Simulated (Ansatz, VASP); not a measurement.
## One calculation of Rh, two programs

```
Rh
1.0
     2.71573    0.00000    0.00000
    -1.35787    2.35189    0.00000
     0.00000    0.00000    4.39949
Rh
2
Direct
  0.25333 0.62667 0.19000
  0.74667 0.37333 0.81000
```

Change from the starting cell: shortest bond scaled by 0.76, crystal datasets.

Alike in both runs: task electric field gradients; functional PBEsol; k mesh 13 × 13 × 7; occupations fermi-dirac, width 0.05 eV; no spin polarisation.

|  | VASP | Ansatz |
| --- | --- | --- |
| version | VASP 6.6.1 | Ansatz 0.2.0 |
| potentials or method | VASP PAW PBE potentials, release 64 (Rh_pv), cutoff 520 eV | all-electron PAW with datasets made for the crystal, scalar-relativistic |

Ansatz gave:

- pressure (GPa): 45.7
- traceless stress, the component that is largest in VASP (GPa): 36.57
- rms of the force components (eV/Å): 6.485
- size of Vzz on the site where it differs most (V/Å²): 138.6

Q: What did VASP give for the same quantities?

A: Pressure (GPa): 47.4; traceless stress, the component that is largest in VASP (GPa): 38.64; rms of the force components (eV/Å): 6.729; size of Vzz on the site where it differs most (V/Å²): 102.9.

VASP's potentials were made for PBE, not for PBEsol. Atom by atom the forces differ by 0.250 eV/Å (rms over components). Both programs put the cell under a high pressure, so it lies far from rest at this level. Ansatz ran all-electron here, and VASP with PAW potentials.
